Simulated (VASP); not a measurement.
## Sb: single point with PBE+D3(BJ)

The system is Sb.

```
Sb
1.0
     4.34501    0.00000   -0.31511
     0.00000    4.36015    0.00000
    -1.71017    0.00000    6.10705
Sb
4
Direct
  0.63039 0.75000 0.25779
  0.13021 0.25000 0.25750
  0.86979 0.75000 0.74250
  0.36961 0.25000 0.74221
```

- Program: VASP 6.6.1
- Task: single point
- Functional: PBE
- Dispersion: D3(BJ)
- Potentials or basis: VASP PAW PBE potentials, release 64 (Sb)
- Cutoff: 520 eV
- k mesh: 10 × 10 × 8
- Occupations: gaussian, width 0.1 eV
- Spin: no spin polarisation
- Dipole correction: no
- Further INCAR settings: ALGO = Normal; EDIFF = 1e-06; NBANDS = 18

```json
{
  "Pressure": "0.0 GPa",
  "Largest force": "0.029 eV/Å",
  "Band gap on the k mesh": "zero (band 10 reaches 8.03 eV, above the bottom of band 11 at 6.87 eV)",
  "Dispersion energy per atom": "-0.503 eV"
}
```

Forces in eV/Å, atoms in the order of the input:
```
Sb  -0.002  0.000 -0.029
Sb  -0.002  0.000 -0.029
Sb   0.002  0.000  0.029
Sb   0.002  0.000  0.029
```

Stress tensor (GPa, compression positive):
```
-0.04  0.00  0.00
 0.00 -0.03  0.00
 0.00  0.00  0.11
```

Levels at points of the mesh, in eV from the Fermi level:
```csv
k point,band 7,band 8,band 9,band 10,band 11,band 12,band 13,band 14
"(0.00, 0.00, 0.00)",-2.91,-2.53,-1.37,-0.23,2.84,3.19,3.84,4.02
"(0.50, 0.00, 0.00)",-1.20,-1.20,-0.66,-0.66,0.44,0.45,1.16,1.17
"(0.00, 0.50, 0.00)",-0.69,-0.69,-0.29,-0.29,-0.12,-0.12,0.32,0.32
"(0.50, 0.50, 0.00)",-4.34,-4.34,-1.56,-1.56,1.65,1.65,5.72,5.72
"(0.00, 0.00, 0.50)",-2.54,-2.07,-1.36,-1.13,-0.22,2.84,3.19,3.31
"(0.50, 0.00, 0.50)",-1.19,-1.19,-0.65,-0.65,0.42,0.42,1.14,1.14
"(0.00, 0.50, 0.50)",-1.00,-1.00,-0.68,-0.68,0.71,0.71,0.94,0.94
"(0.50, 0.50, 0.50)",-4.36,-4.36,-1.49,-1.49,1.63,1.63,5.71,5.71
```

Wall time 86 s on 1 thread of Intel(R) Xeon(R) 6975P-C (Granite Rapids), with other jobs on the host, peak memory 0.51 GiB.

Caveat: spin-orbit coupling is left out, which moves the levels of the heavy elements; pairwise dispersion overbinds metals, which lowers pressure and volume.
